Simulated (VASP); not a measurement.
Input of a VASP 6.6.1 run:

The input INCAR:

```
PREC = Accurate
ENCUT = 520
EDIFF = 1E-6
ISMEAR = -1
SIGMA = 0.1
LREAL = False
LASPH = True
NELM = 60
ALGO = Normal
ISIF = 2
LWAVE = False
LCHARG = True
LELF = True
LVHAR = True
NBANDS = 20
```

KPOINTS

```
Automatic mesh
0
Gamma
  6 6 4
```

Contents of POSCAR:

```
NaLiICl
1.0
    3.9540430978      0.0000000000      0.0000000000
    0.0000000000      3.9540430978      0.0000000000
    0.0000000000      0.0000000000      5.9243590600
Na Li I Cl
1 1 1 1
Direct
    0.5000000000      0.5000000000      0.5000000000
    0.0000000000      0.0000000000      0.0000000000
    0.5000000000      0.5000000000      0.0000000000
    0.0000000000      0.0000000000      0.5000000000
```

Potentials or basis: VASP PAW LDA potentials, release 64 (Na_pv, Li_sv, I, Cl).

Launch:

```bash
$ cat potpaw_LDA.64/Na_pv/POTCAR potpaw_LDA.64/Li_sv/POTCAR potpaw_LDA.64/I/POTCAR potpaw_LDA.64/Cl/POTCAR > POTCAR
$ mpirun -np 1 vasp_std > vasp.out
```

Question: What does it give for the band gap on the k mesh?

Answer: 4.20 eV (least direct gap 4.48 eV).

Caveat: spin-orbit coupling is left out, which moves the levels of the heavy elements. A k mesh can miss the band edges.
